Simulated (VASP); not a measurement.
Set up this calculation in VASP 6.6.1, as the native input.

* Task: single point
* Functional: PBE
* Potentials or basis: VASP PAW PBE potentials, release 64 (Zn, Ag)
* Cutoff: 520 eV
* k mesh: 4 × 4 × 4
* Occupations: gaussian, width 0.1 eV
* Spin: no spin polarisation
* Dipole correction: no
* Further INCAR settings: ALGO = Normal; EDIFF = 1e-06; NBANDS = 36

The structure of Zn2Ag3 lies in POSCAR:

```
Zn2Ag3
1.0
    4.6020321300      0.0000000000      0.0000000000
    0.0000000000      4.6020321300      0.0000000000
    0.0000000000      0.0000000000      4.6020321300
Zn Ag
2 3
Direct
    0.5000000000      0.5000000000      0.5000000000
    0.0000000000      0.0000000000      0.0000000000
    0.0000000000      0.5000000000      0.5000000000
    0.5000000000      0.0000000000      0.5000000000
    0.5000000000      0.5000000000      0.0000000000
```

The input as run:

INCAR

```
PREC = Accurate
ENCUT = 520
EDIFF = 1E-6
ISMEAR = 0
SIGMA = 0.1
LREAL = F
LASPH = T
NELM = 100
ALGO = Normal
ISIF = 2
LWAVE = F
LCHARG = F
GGA = PE
NBANDS = 36
```

KPOINTS

```
Automatic mesh
0
Gamma
  4 4 4
```

Potentials or basis: VASP PAW PBE potentials, release 64 (Zn, Ag).

The run is started by

```console
$ cat potpaw_PBE.64/Zn/POTCAR potpaw_PBE.64/Ag/POTCAR > POTCAR
$ mpirun -np 1 vasp_std > vasp.out
```

Results of the run:

| Property | Result |
| --- | --- |
| Pressure | 10.6 GPa |

Run time: 16 s on 1 thread of AMD EPYC 9R45 96-Core Processor (Zen 5), with other jobs on the host, peak memory 0.18 GiB.
